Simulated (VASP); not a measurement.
Input of a VASP 6.6.1 run:

The input POSCAR:

```
SrO
1.0
    0.0000000000      2.7783196214      2.8155011054
    2.7783196214      0.0000000000      2.8155011054
    2.7783196214      2.7783196214      0.0000000000
Sr O
1 1
Direct
    0.0000000000      0.0000000000      0.0000000000
    0.2500000000      0.2500000000      0.2500000000
```

The input INCAR.step1:

```
SYSTEM = SrO
PREC = Accurate ; ENCUT = 520
ISMEAR = 0 ; SIGMA = 0.01
LREAL = .False. ; LASPH = .True.
NELM = 100 ; NBANDS = 15
GGA = PE ; ALGO = Normal
EDIFF = 1E-4 ; LWAVE = .True.
LCHARG = .False.
```

INCAR.step2

```
SYSTEM = SrO
PREC = Accurate ; ENCUT = 520
EDIFF = 1E-7 ; ISMEAR = 0
SIGMA = 0.01 ; LREAL = .False.
LASPH = .True. ; NELM = 100
ALGO = Normal ; ISIF = 2
LWAVE = .False. ; LCHARG = .True.
METAGGA = R2SCAN ; LMIXTAU = .True.
LELF = .True. ; LVHAR = .True.
NBANDS = 15 ; ISTART = 1
```

KPOINTS

```
regular mesh
0
Gamma
  8 8 8
  0 0 0
```

Potentials or basis: VASP PAW PBE potentials, release 64 (Sr_sv, O).

Command:

```sh
$ cat potpaw_PBE.64/Sr_sv/POTCAR potpaw_PBE.64/O/POTCAR > POTCAR
$ cp INCAR.step1 INCAR
$ mpirun -np 1 vasp_std > vasp.out
$ cp INCAR.step2 INCAR
$ mpirun -np 1 vasp_std > vasp.out
```

Q: What does it give for the pressure?

A: 0.6 GPa.

Q: What does it give for the band gap on the k mesh?

A: 2.90 eV, indirect (least direct gap 3.76 eV).

Stress tensor (GPa, compression positive):
```
0.62 0.00 0.00
0.00 0.62 0.00
0.00 0.00 0.48
```

Caveat: the cell differs from its parent crystal (epitaxial xy strain -0.5%); the PAW data sets were made with another functional, which shifts forces and pressure a little. A k mesh can miss the band edges.
